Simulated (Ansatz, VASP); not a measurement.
## Two plane-wave programs on BiSb2Se

```xyz
4
Lattice="3.3344 0.0000 0.0000 -1.6672 2.8877 0.0000 0.0000 0.0000 11.9251" Properties=species:S:1:pos:R:3 pbc="T T T"
Sb    0.0000    0.0000    2.7934
Sb    0.0000    0.0000    9.1318
Bi    0.0000    0.0000    5.9626
Se    0.0000    0.0000    0.0000
```

Alike in both runs: task relaxation of cell and atoms; functional PBE; k mesh 18 × 18 × 4; occupations gaussian, width 0.1 eV; no spin polarisation.

|  | VASP | Ansatz |
| --- | --- | --- |
| version | VASP 6.6.1 | Ansatz 0.2.0 |
| potentials or method | VASP PAW PBE potentials, release 64 (Sb, Bi_d, Se), cutoff 600 eV | scalar-relativistic, plane waves, PAW |
| valence electrons in the cell | 31 | 61 |

|  | VASP | Ansatz | Ansatz less VASP |
| --- | --- | --- | --- |
| gap on the k mesh at the Fermi level, each at its own relaxed structure (eV) | none | none | - |
| relaxed volume (Å³/atom) | 28.94 | 28.95 | +0.016 |
| relaxed length of the cell vector where the two differ most in proportion (Å) | 12.032 | 12.035 | +0.0035 |

A gap of «none» marks a metal or a gap that the smearing closes. VASP's potentials hold 31 valence electrons a cell and Ansatz's 61, so a difference there can come from the potentials and not from the codes.

Neither program's run includes spin-orbit coupling. Noted on VASP's run: too few bands were computed for a metal, which touches its energy and stress.
